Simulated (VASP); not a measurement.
# Sn (I4_1/amd) in VASP: a series of runs

Sn is run at these levels: PBE-based screened hybrid with 25 % exact exchange, r2SCANh; tasks: single point.

Everything below comes from runs of VASP 6.6.1. Logs are shortened: lines on timing, memory, paths and dates and some standing lists are left out, and cuts for length are marked.

**1. The cell of the first run**

Symmetry: I4_1/amd, No. 141, tetragonal system. Conventional cell: a = 5.880 Å, b = 5.880 Å, c = 3.199 Å, α = 90.00°, β = 90.00°, γ = 90.00°. Sn (site symmetry -4m2) has 10 Sn at 3.05 to 3.79 Å within 4.0 Å.

**2. Single point, PBE-based screened hybrid with 25 % exact exchange**

File POSCAR:

```
Sn
1.0
   -2.9401404553      2.9401404553      1.5993019889
    2.9401404553     -2.9401404553      1.5993019889
    2.9401404553      2.9401404553     -1.5993019889
Sn
2
Direct
    0.0000000000      0.0000000000      0.0000000000
    0.7500000000      0.2500000000      0.5000000000
```

File INCAR.step1:

```
ALGO = Normal
EDIFF = 1E-5
ENCUT = 520
GGA = PE
ISIF = 2
ISMEAR = -1
LASPH = True
LCHARG = False
LREAL = False
LWAVE = True
NBANDS = 21
NELM = 80
PREC = Accurate
SIGMA = 0.05
```

File INCAR.step2:

```
AEXX = 0.25
ALGO = Normal
EDIFF = 1E-6
ENCUT = 520
GGA = PE
HFSCREEN = 0.3
ISIF = 2
ISMEAR = -1
ISTART = 1
LASPH = True
LCHARG = False
LHFCALC = True
LREAL = False
LWAVE = False
NBANDS = 21
NELM = 80
PREC = Accurate
PRECFOCK = Normal
SIGMA = 0.05
```

File KPOINTS:

```
k-points
0
Gamma
  5 5 5
```

Potentials or basis: VASP PAW PBE potentials, release 64 (Sn_d).

Run with:

```
$ cat potpaw_PBE.64/Sn_d/POTCAR > POTCAR
$ cp INCAR.step1 INCAR
$ mpirun -np 1 vasp_std > vasp.out
$ cp INCAR.step2 INCAR
$ mpirun -np 1 vasp_std > vasp.out
```

OUTCAR:

```text
AEXX = 0.25
   EDIFF = 1E-6
   ENCUT = 520
   GGA = PE
   HFSCREEN = 0.3
   ISIF = 2
   ISMEAR = -1
   ISTART = 1
   LASPH = True
   LHFCALC = True
   LREAL = False
   NELM = 80
   PREC = Accurate
   PRECFOCK = Normal

 ion  position               nearest neighbor table
   1  0.000  0.000  0.000-   2 3.05   2 3.05   2 3.05   2 3.05
   2  0.750  0.250  0.500-   1 3.05   1 3.05   1 3.05   1 3.05

  LATTYP: Found a body centered tetragonal cell.
 ALAT       =     5.8802809106
 C/A-ratio  =     0.5439542815

  Lattice vectors:

 A1 = (  -2.9401404553,   2.9401404553,   1.5993019889)
 A2 = (   2.9401404553,  -2.9401404553,   1.5993019889)
 A3 = (   2.9401404553,   2.9401404553,  -1.5993019889)

Analysis of symmetry for initial positions (statically):
=====================================================================
 Subroutine PRICEL returns:
 Original cell was already a primitive cell.

 Routine SETGRP: Setting up the symmetry group for a
 body centered tetragonal supercell.

 Subroutine GETGRP returns: Found 16 space group operations
 (whereof  8 operations were pure point group operations)
 out of a pool of 16 trial point group operations.

The static configuration has the point symmetry D_2d.
 The point group associated with its full space group is D_4h.

Analysis of symmetry for dynamics (positions and initial velocities):
=====================================================================
 Subroutine PRICEL returns:
 Original cell was already a primitive cell.

 Routine SETGRP: Setting up the symmetry group for a
 body centered tetragonal supercell.

 Subroutine GETGRP returns: Found 16 space group operations
 (whereof  8 operations were pure point group operations)
 out of a pool of 16 trial point group operations.

The dynamic configuration has the point symmetry D_2d.
 The point group associated with its full space group is D_4h.

 Subroutine INISYM returns: Found 16 space group operations
 (whereof  8 operations are pure point group operations),
 and found     1 'primitive' translations

----------------------------------------------------------------------------------------

                                     Primitive cell

  volume of cell :      55.3002

  direct lattice vectors                    reciprocal lattice vectors
    -2.940140455  2.940140455  1.599301989     0.000000000  0.170059903  0.312636390
     2.940140455 -2.940140455  1.599301989     0.170059903  0.000000000  0.312636390
     2.940140455  2.940140455 -1.599301989     0.170059903  0.170059903  0.000000000

  length of vectors
     4.454954393  4.454954393  4.454954393     0.355895888  0.355895888  0.240501021

  position of ions in fractional coordinates (direct lattice)
     0.000000000  0.000000000  0.000000000
     0.750000000  0.250000000  0.500000000

  ion indices of the primitive-cell ions
   primitive index   ion index
                 1           1
                 2           2

----------------------------------------------------------------------------------------

 KPOINTS: k-points

Automatic generation of k-mesh.
 Grid dimensions read from file:
 generate k-points for:    5    5    5

 Generating k-lattice:

  Cartesian coordinates                     Fractional coordinates (reciprocal lattice)
     0.000000000  0.034011981  0.062527278     0.200000000  0.000000000  0.000000000
     0.034011981  0.000000000  0.062527278     0.000000000  0.200000000  0.000000000
     0.034011981  0.034011981  0.000000000     0.000000000  0.000000000  0.200000000

  Length of vectors
     0.071179178  0.071179178  0.048100204

  Shift w.r.t. Gamma in fractional coordinates (k-lattice)
     0.000000000  0.000000000  0.000000000

 Subroutine IBZKPT returns following result:
 ===========================================

 Found     18 irreducible k-points:

 Following reciprocal coordinates:
            Coordinates               Weight
  0.000000  0.000000  0.000000      1.000000
  0.200000 -0.000000  0.000000      8.000000
  0.400000 -0.000000  0.000000      8.000000
  0.200000  0.200000  0.000000      8.000000
  0.400000  0.200000  0.000000     16.000000
 -0.400000  0.200000 -0.000000     16.000000
[... 10 lines left out ...]
 -0.400000  0.400000  0.400000      4.000000
 -0.400000 -0.400000  0.400000      2.000000
   k-points           NKPTS =     18   k-points in BZ     NKDIM =    125   number of bands    NBANDS=     21
   number of dos      NEDOS =    301   number of ions     NIONS =      2
   total plane-waves  NPLWV =  46656
   dimension x,y,z NGX =    36 NGY =   36 NGZ =   36
   dimension x,y,z NGXF=    72 NGYF=   72 NGZF=   72
   ions per type =               2
   NGX,Y,Z   is equivalent  to a cutoff of  13.43, 13.43, 13.43 a.u.
   NGXF,Y,Z  is equivalent  to a cutoff of  26.87, 26.87, 26.87 a.u.
 SYSTEM =  unknown system
   PREC   = accura    normal or accurate (medium, high low for compatibility)
   ISTART =      1    job   : 0-new  1-cont  2-samecut
   ICHARG =      0    charge: 1-file 2-atom 10-const
   ISPIN  =      1    spin polarized calculation?
   LNONCOLLINEAR =      F non collinear calculations
   LSORBIT =      F    spin-orbit coupling
   LASPH  =      T    aspherical Exc in radial PAW
   ENCUT  =  520.0 eV  38.22 Ry    6.18 a.u.   8.28  8.28  8.28*2*pi/ulx,y,z
   NELM   =     80;   NELMIN=  2; NELMDL=  0     # of ELM steps
   EDIFF  = 0.1E-05   stopping-criterion for ELM
   LREAL  =      F    real-space projection
   EDIFFG = 0.1E-04   stopping-criterion for IOM
   NSW    =      0    number of steps for IOM
   IBRION =     -1    ionic relax: 0-MD 1-quasi-New 2-CG
   NFREE  =      0    steps in history (QN), initial steepest desc. (CG)
   ISIF   =      2    stress and relaxation
   ISYM   =      3    0-nonsym 1-usesym 2-fastsym
   POTIM  = 0.5000    time-step for ionic-motion
   TEBEG  =    0.0;   TEEND  =   0.0 temperature during run
   PSTRESS=    0.0 pullay stress
   NELECT =      28.0000    total number of electrons
   NUPDOWN=      -1.0000    fix difference up-down
   EMIN   =  10.00;   EMAX   =-10.00  energy-range for DOS
   EFERMI =   0.00;   METHOD = LEGACY
   ISMEAR =    -1;   SIGMA  =   0.05  broadening in eV -4-tet -1-fermi 0-gaus
   EFERMI_NEDOS =   21; number of points for ismear=-14 and -15
   IALGO  =     38    algorithm
   IMIX   =      1    mixing-type and parameters
     AMIX     =   0.40;   BMIX     =  1.00
     AMIX_MAG =   1.60;   BMIX_MAG =  1.00
  volume/ion in A,a.u.               =      27.65       186.59
  Fermi-wavevector in a.u.,A,eV,Ry     =   1.304824  2.465760 23.164816  1.702566
  Thomas-Fermi vector in A             =   2.435734
   LORBIT       =      0    0 simple, 1 ext, 2 COOP (PROOUT), +10 PAW based schemes
   GGA     = PE    functional components
   LHFCALC =     T    Hartree Fock is set to
   PRECFOCK=normal    Normal, Fast or Accurate (Low or Medium for compatibility)
   ENCUT4O =  -1.0   cutoff for four orbital integrals eV
   NKREDX  =     1    reduce k-point grid by
   NKREDY  =     1    reduce k-point grid by
   NKREDZ  =     1    reduce k-point grid by
   AEXX    =    0.2500 exact exchange contribution
   HFSCREEN=    0.3000 screening length (either q_TF or 0.3 A-1)
   HFSCREENC=   0.3000 screening length for correlation (either q_TF or 0.3 A-1)
   ENCUTFOCK=  -1.0 apply spherical cutoff to Coloumb kernel
   IVDW    =     0    specifies the selected vdW correction
   LEPSILON=     F    determine dielectric tensor
   LRPA    =     F    only Hartree local field effects (RPA)
 non-spin polarized calculation
  energy-cutoff  :      520.00
  volume of cell :       55.30
 maximum number of plane-waves:      1501
 NGX is ok and might be reduce to    36
  NGX = 28; NGY = 28; NGZ = 28

 number of electron      27.9999989 magnetization

 Free energy of the ion-electron system (eV)
  ---------------------------------------------------
  ext. energy  EPLUGINS =         0.00000000
  ---------------------------------------------------
  free energy    TOTEN  =        -8.56664875 eV

  energy without entropy =       -8.55036339  energy(sigma->0) =       -8.55850607

 E-fermi :   7.6074     XC(G=0):  -8.6173

 val. band max:        7.5939593305   @ k =  -0.4000  -0.4000   0.4000
 cond. band min:       7.6633110617   @ k =   0.2000  -0.0000   0.0000
 fundamental gap:      0.0693517312
 Fermi energy:         7.6073844957

 k-point     1 :       0.0000    0.0000    0.0000
  band No.  band energies     occupation
      1     -16.0906      2.00000
      2     -16.0193      2.00000
      3     -15.9669      2.00000
      4     -15.9636      2.00000
      5     -15.8146      2.00000
      6     -15.8146      2.00000
[... 13 lines left out ...]
     20      17.9460      0.00000
     21      18.6471      0.00000

 k-point     2 :       0.2000   -0.0000    0.0000
  band No.  band energies     occupation
      1     -16.0673      2.00000
      2     -15.9542      2.00000
      3     -15.9384      2.00000
      4     -15.9003      2.00000
      5     -15.8558      2.00000
      6     -15.8294      2.00000
[... 13 lines left out ...]
     20      15.7904      0.00000
     21      16.5805      0.00000

 k-point     3 :       0.4000   -0.0000    0.0000
  band No.  band energies     occupation
      1     -16.0276      2.00000
      2     -15.9353      2.00000
      3     -15.9291      2.00000
      4     -15.9053      2.00000
      5     -15.8700      2.00000
      6     -15.8580      2.00000
[... 13 lines left out ...]
     20      15.9480      0.00000
     21      18.5334      0.00000
[... 313 lines left out ...]
 k-point    17 :      -0.4000    0.4000    0.4000
  band No.  band energies     occupation
      1     -16.0306      2.00000
      2     -16.0269      2.00000
      3     -15.8879      2.00000
      4     -15.8346      2.00000
      5     -15.8323      2.00000
      6     -15.8136      2.00000
[... 13 lines left out ...]
     20      20.3396      0.00000
     21      20.6667      0.00000

 k-point    18 :      -0.4000   -0.4000    0.4000
  band No.  band energies     occupation
      1     -15.9899      2.00000
      2     -15.9728      2.00000
      3     -15.8507      2.00000
      4     -15.8507      2.00000
      5     -15.8463      2.00000
      6     -15.8259      2.00000
[... 13 lines left out ...]
     20      19.4639      0.00000
     21      19.6391      0.00000

------------------------ aborting loop because EDIFF is reached ----------------------------------------

  FORCE on cell =-STRESS in cart. coord.  units (eV):
  Direction    XX          YY          ZZ          XY          YZ          ZX
  --------------------------------------------------------------------------------------
  -------------------------------------------------------------------------------------
  Total        0.7196845      0.7196845     -1.3152947      0.0000000     -0.0000000      0.0000000
  in kB       20.8509626     20.8509626    -38.1072004      0.0000000     -0.0000000      0.0000000
  external PRESSURE =       1.1982416 kB  Pullay stress =       0.0000000 kB

 VOLUME and BASIS-vectors are now :
 -----------------------------------------------------------------------------
  energy-cutoff  :      520.00
  volume of cell :       55.30
      direct lattice vectors                 reciprocal lattice vectors
    -2.940140455  2.940140455  1.599301989     0.000000000  0.170059903  0.312636390
     2.940140455 -2.940140455  1.599301989     0.170059903  0.000000000  0.312636390
     2.940140455  2.940140455 -1.599301989     0.170059903  0.170059903  0.000000000

 POSITION                                       TOTAL-FORCE (eV/Angst)
 -----------------------------------------------------------------------------------
      0.00000      0.00000      0.00000        -0.000000      0.000000      0.000000
      0.00000      2.94014      0.79965         0.000000     -0.000000     -0.000000
 -----------------------------------------------------------------------------------
    total drift:                               -0.000000     -0.000000     -0.000000

  FREE ENERGIE OF THE ION-ELECTRON SYSTEM (eV)
  ---------------------------------------------------
  free  energy   TOTEN  =        -8.5666487469 eV

  energy  without entropy=       -8.5503633868  energy(sigma->0) =       -8.55850607
```

Wall time 1.8 h (1 thread of Intel Xeon Platinum 8375C at 2.90GHz (Ice Lake), shared host); peak memory 0.33 GiB.

What came out:

```
Free energy            : -8.5666 eV
Pressure               : 0.1 GPa
Band gap on the k mesh : zero (bands 14 and 15 overlap by 2.71 eV)
```

Caveat: the k points lie up to 0.45 Å⁻¹ apart, too coarse for converged energies and pressures of a metal; the PAW data sets were made with another functional, which shifts forces and pressure a little; spin-orbit coupling is left out, which moves the levels of the heavy elements.

**3. Single point, r2SCANh**

POSCAR is that of step 2.

File INCAR.step1:

```
PREC = Accurate ; ENCUT = 520
EDIFF = 1E-5 ; ISMEAR = -1
SIGMA = 0.05 ; LREAL = F
LASPH = T ; NELM = 100
ALGO = Normal ; ISIF = 2
LWAVE = T ; LCHARG = F
GGA = PE ; NBANDS = 21
```

File INCAR.step2:

```
PREC = Accurate ; ENCUT = 520
EDIFF = 1E-7 ; ISMEAR = -1
SIGMA = 0.05 ; LREAL = F
LASPH = T ; NELM = 100
ALGO = Normal ; ISIF = 2
LWAVE = F ; LCHARG = F
METAGGA = R2SCAN ; LHFCALC = T
AEXX = 0.1 ; LMIXTAU = T
PRECFOCK = Normal ; ISTART = 1
NBANDS = 21
```

File KPOINTS:

```
regular mesh
0
Gamma
  5 5 5
```

Potentials or basis: VASP PAW PBE potentials, release 64 (Sn_d).

Run with:

```
$ cat potpaw_PBE.64/Sn_d/POTCAR > POTCAR
$ cp INCAR.step1 INCAR
$ mpirun -np 1 vasp_std > vasp.out
$ cp INCAR.step2 INCAR
$ mpirun -np 1 vasp_std > vasp.out
```

Wall time 2.5 h (1 thread of Oxide Virtual Turin-like, shared host); peak memory 0.22 GiB.

It converged, with:

| Item | Value |
| --- | --- |
| Free energy | -46.0134 eV |
| Pressure | -0.3 GPa |
| Band gap on the k mesh | zero (bands 14 and 15 overlap by 2.97 eV) |

Stress tensor (GPa, compression positive):
```
 1.89  0.00  0.00
 0.00  1.89  0.00
 0.00  0.00 -4.65
```

Levels at points of the mesh, in eV from the Fermi level:
```tsv
k point	band 10	band 11	band 12	band 13	band 14	band 15	band 16	band 17	band 18	band 19
(0.00, 0.00, 0.00)	-22.73	-12.09	-3.89	-2.27	-2.27	3.66	6.93	6.93	7.63	7.73
```

Caveat: the k points lie up to 0.45 Å⁻¹ apart, too coarse for converged energies and pressures of a metal; the PAW data sets were made with another functional, which shifts forces and pressure a little; spin-orbit coupling is left out, which moves the levels of the heavy elements.

The gap in the log of VASP goes by the Fermi energy; the results here count the filled bands.